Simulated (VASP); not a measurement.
# BN (P6_3/mmc) in VASP: settings compared, part 2 of 2

VASP 6.6.1. The steps go on from the part before.

## 4. Single point, PBE

This run uses another cell than the first one, of 5.44 Å³/atom, 1.012 times its volume.

Input file INCAR:

```
SYSTEM = BN
ALGO = Normal
EDIFF = 1E-6
ENCUT = 520
GGA = PE
ISIF = 2
ISMEAR = -1
LASPH = .TRUE.
LCHARG = .TRUE.
LELF = .TRUE.
LREAL = .FALSE.
LVHAR = .TRUE.
LWAVE = .FALSE.
NBANDS = 16
NELM = 100
PREC = Accurate
SIGMA = 0.02
```

Input file KPOINTS:

```
k-points
0
G
  12 12 6
  0 0 0
```

Input file POSCAR:

```
BN
1.0
    2.5001234334      0.0000000000      0.0000000000
   -1.2500617167      2.1651704059      0.0000000000
    0.0000000000      0.0000000000      4.0222891988
B N
2 2
Direct
    0.0000000000      0.0000000000      0.0000000000
    0.0000000000      0.0000000000      0.5000000000
    0.3333333333      0.6666666667      0.2500000000
    0.6666666667      0.3333333333      0.7500000000
```

Potentials or basis: VASP PAW PBE potentials, release 64 (B, N).

Command:

```console
cat potpaw_PBE.64/B/POTCAR potpaw_PBE.64/N/POTCAR > POTCAR
mpirun -np 1 vasp_std > vasp.out
```

OUTCAR:

```text
SYSTEM = BN
   EDIFF = 1E-6
   ENCUT = 520
   GGA = PE
   ISIF = 2
   ISMEAR = -1
   LASPH = .TRUE.
   LREAL = .FALSE.
   NELM = 100
   PREC = Accurate

 ion  position               nearest neighbor table
   1  0.000  0.000  0.000-   3 1.76   4 1.76   3 1.76   4 1.76   4 1.76   3 1.76   2 2.01   2 2.01

   2  0.000  0.000  0.500-   3 1.76   4 1.76   3 1.76   4 1.76   4 1.76   3 1.76   1 2.01   1 2.01

   3  0.333  0.667  0.250-   1 1.76   2 1.76   1 1.76   2 1.76   1 1.76   2 1.76
   4  0.667  0.333  0.750-   1 1.76   2 1.76   1 1.76   2 1.76   1 1.76   2 1.76

  LATTYP: Found a hexagonal cell.
 ALAT       =     2.5001234334
 C/A-ratio  =     1.6088362459

  Lattice vectors:

 A1 = (   2.5001234334,   0.0000000000,   0.0000000000)
 A2 = (  -1.2500617167,   2.1651704059,   0.0000000000)
 A3 = (   0.0000000000,   0.0000000000,   4.0222891988)

Analysis of symmetry for initial positions (statically):
=====================================================================
 Subroutine PRICEL returns:
 Original cell was already a primitive cell.

 Routine SETGRP: Setting up the symmetry group for a
 hexagonal supercell.

 Subroutine GETGRP returns: Found 24 space group operations
[... 170 lines left out ...]

 E-fermi :  10.4360     XC(G=0): -13.6010

 val. band max:        9.9729525325   @ k =   0.1667   0.0000   0.0000
 cond. band min:      11.4615137016   @ k =   0.3333   0.3333   0.0000
 fundamental gap:      1.4885611691
 Fermi energy:        10.4360149164

 k-point     1 :       0.0000    0.0000    0.0000
  band No.  band energies     occupation
      1     -12.1784      2.00000
      2      -7.1211      2.00000
      3      -2.1361      2.00000
      4       8.5410      2.00000
      5       8.5410      2.00000
      6       9.3150      2.00000
[... 433 lines left out ...]
      3      -0.2364      2.00000
      4       1.4622      2.00000
      5       3.2575      2.00000
      6       5.1821      2.00000
[... 8 lines left out ...]
     15      22.5182      0.00000
     16      24.9291      0.00000

 [... further k-points ...]
[... 5 lines left out ...]
  --------------------------------------------------------------------------------------
  -------------------------------------------------------------------------------------
  Total       -0.0221796     -0.0221796     -0.0501030      0.0000000      0.0000000      0.0000000
  in kB       -1.6320659     -1.6320659     -3.6867818      0.0000000      0.0000000      0.0000000
  external PRESSURE =      -2.3169712 kB  Pullay stress =       0.0000000 kB

 VOLUME and BASIS-vectors are now :
 -----------------------------------------------------------------------------
  energy-cutoff  :      520.00
  volume of cell :       21.77
      direct lattice vectors                 reciprocal lattice vectors
     2.500123433  0.000000000  0.000000000     0.399980252  0.230928706  0.000000000
    -1.250061717  2.165170406  0.000000000     0.000000000  0.461857412  0.000000000
     0.000000000  0.000000000  4.022289199     0.000000000  0.000000000  0.248614645

 POSITION                                       TOTAL-FORCE (eV/Angst)
 -----------------------------------------------------------------------------------
      0.00000      0.00000      0.00000         0.000000      0.000000     -0.000000
      0.00000      0.00000      2.01114         0.000000      0.000000     -0.000000
     -0.00000      1.44345      1.00557        -0.000000      0.000000     -0.000000
      1.25006      0.72172      3.01672         0.000000     -0.000000      0.000000
 -----------------------------------------------------------------------------------
    total drift:                                0.000000     -0.000000      0.000000

  FREE ENERGIE OF THE ION-ELECTRON SYSTEM (eV)
  ---------------------------------------------------
  free  energy   TOTEN  =       -27.8470454927 eV

  energy  without entropy=      -27.8470454927  energy(sigma->0) =      -27.84704549
```

OSZICAR:

```text
N       E                     dE             d eps       ncg     rms          rms(c)
DAV:   1     0.424348765692E+02    0.42435E+02   -0.87121E+03  2440   0.101E+03
DAV:   2    -0.270839186387E+02   -0.69519E+02   -0.63117E+02  3448   0.224E+02
DAV:   3    -0.293685754085E+02   -0.22847E+01   -0.22747E+01  2816   0.369E+01
DAV:   4    -0.293749701455E+02   -0.63947E-02   -0.63934E-02  3088   0.206E+00
DAV:   5    -0.293749904778E+02   -0.20332E-04   -0.20332E-04  2752   0.974E-02    0.865E+00
DAV:   6    -0.278380835245E+02    0.15369E+01   -0.19992E+00  3456   0.139E+01    0.329E+00
DAV:   7    -0.278461288710E+02   -0.80453E-02   -0.28159E-01  2856   0.418E+00    0.228E+00
DAV:   8    -0.278483956966E+02   -0.22668E-02   -0.85293E-03  2984   0.980E-01    0.255E-01
DAV:   9    -0.278469753440E+02    0.14204E-02   -0.16286E-03  3312   0.502E-01    0.658E-02
DAV:  10    -0.278470437987E+02   -0.68455E-04   -0.25679E-04  2712   0.130E-01    0.160E-02
DAV:  11    -0.278470456111E+02   -0.18124E-05   -0.75278E-06  3160   0.255E-02    0.404E-03
DAV:  12    -0.278470454927E+02    0.11837E-06   -0.44090E-07  1400   0.691E-03
   1 F= -.27847045E+02 E0= -.27847045E+02  d E =-.599031E-12
```

stdout:

```text
POSCAR found type information on POSCAR B N
 POSCAR found :  2 types and       4 ions
 scaLAPACK will be used
 LDA part: xc-table for (Slater+PW92), standard interpolation
 POSCAR, INCAR and KPOINTS ok, starting setup
 FFT: planning ... GRIDC
 FFT: planning ... GRID_SOFT
 FFT: planning ... GRID
 WAVECAR not read
 entering main loop
```

It took 17 s on 1 thread of Intel Xeon Platinum 8259CL at 2.50GHz (Skylake/Cascade Lake), shared host; peak memory 0.14 GiB.

Results:

| Quantity | Value |
| --- | --- |
| Free energy | -27.8470 eV |
| Pressure | -0.2 GPa |
| Band gap on the k mesh | 1.49 eV, indirect (least direct gap 5.13 eV) |

Levels at points of the mesh, in eV from the valence-band top:
```
           k point  band 6  band 7  band 8  band 9  band 10  band 11
(0.00, 0.00, 0.00)   -0.66   -0.66   -0.22    5.73     7.93     8.27
(0.50, 0.00, 0.00)   -5.63   -4.32   -0.58    5.35     5.45     6.00
(0.00, 0.00, 0.50)   -0.94   -0.94   -0.94    6.97     6.97     7.74
(0.50, 0.00, 0.50)   -3.84   -3.26   -3.26    4.66     4.66     7.56
```

A k mesh can miss the band edges. A hybrid or GW would open this gap; PBE tends to underestimate it.

## 5. Summary

| level | potentials or basis | cell | k mesh | smearing | gap on the mesh (eV) | pressure (GPa) |
| --- | --- | --- | --- | --- | --- | --- |
| PBE | VASP PAW PBE potentials, release 64 (B, N) | a = 2.491, b = 2.491, c = 4.001 Å, angles 90.0, 90.0, 120.0°, 4 atoms | 6 × 6 × 4 | gaussian 0.01 eV | 1.58 | 4.5 |
| LDA | VASP PAW LDA potentials, release 64 (B, N) | a = 2.466, b = 2.466, c = 3.979 Å, angles 90.0, 90.0, 120.0°, 4 atoms | 12 × 12 × 6 | fermi-dirac 0.02 eV | 1.77 | 0.7 |
| PBE | VASP PAW PBE potentials, release 64 (B, N) | a = 2.500, b = 2.500, c = 4.022 Å, angles 90.0, 90.0, 120.0°, 4 atoms | 12 × 12 × 6 | fermi-dirac 0.02 eV | 1.49 | -0.2 |

Alike in all rows: task single point; no spin polarisation; cutoff (eV) 520.

Caveats: some runs use coarse meshes.

Absolute energies hang on the potentials; compare differences alone.
